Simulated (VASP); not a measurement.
Write the native input for VASP 6.6.1 that does the following.

```yaml
Task: single point
Functional: r2SCAN
Potentials_or_basis: VASP PAW PBE potentials, release 64 (Sr_sv, O)
Cutoff: 520 eV
k_mesh: 8 × 8 × 8
Occupations: gaussian, width 0.01 eV
Spin: no spin polarisation
Dipole_correction: no
Further_INCAR_settings: ALGO = Normal; EDIFF = 1e-07; NBANDS = 15
```

Crystal: SrO.

```
Sr O
1.0
     0.00000    2.57989    2.57989
     2.57989    0.00000    2.57989
     2.57989    2.57989    0.00000
Sr O
1 1
Direct
  0.50000 0.50000 0.50000
  0.00000 0.00000 0.00000
```

These files were run (other wordings do the same):

POSCAR

```
SrO
1.0
    0.0000000000      2.5798927426      2.5798927426
    2.5798927426      0.0000000000      2.5798927426
    2.5798927426      2.5798927426      0.0000000000
Sr O
1 1
Direct
    0.5000000000      0.5000000000      0.5000000000
    0.0000000000      0.0000000000      0.0000000000
```

INCAR.step1

```
ALGO = Normal ; EDIFF = 1E-4
ENCUT = 520 ; GGA = PE
ISMEAR = 0 ; LASPH = True
LCHARG = False ; LREAL = False
LWAVE = True ; NBANDS = 15
NELM = 100 ; PREC = Accurate
SIGMA = 0.01
```

INCAR.step2

```
ALGO = Normal ; EDIFF = 1E-7
ENCUT = 520 ; ISIF = 2
ISMEAR = 0 ; ISTART = 1
LASPH = True ; LCHARG = True
LELF = True ; LMIXTAU = True
LREAL = False ; LVHAR = True
LWAVE = False ; METAGGA = R2SCAN
NBANDS = 15 ; NELM = 100
PREC = Accurate ; SIGMA = 0.01
```

KPOINTS

```
k-points
0
Gamma
  8 8 8
```

Potentials or basis: VASP PAW PBE potentials, release 64 (Sr_sv, O).

Command:

```bash
$ cat potpaw_PBE.64/Sr_sv/POTCAR potpaw_PBE.64/O/POTCAR > POTCAR
$ cp INCAR.step1 INCAR
$ mpirun -np 1 vasp_std > vasp.out
$ cp INCAR.step2 INCAR
$ mpirun -np 1 vasp_std > vasp.out
```

Results of the run:

```json
{
 "Pressure": "0.5 GPa",
 "Band gap on the k mesh": "3.75 eV, indirect (least direct gap 3.84 eV)"
}
```

Caveat: the PAW data sets were made with another functional, which shifts forces and pressure a little.

Wall time 110 s on 1 thread of AMD EPYC 7R43 64-Core Processor (Zen 3), with other jobs on the host, peak memory 0.13 GiB.
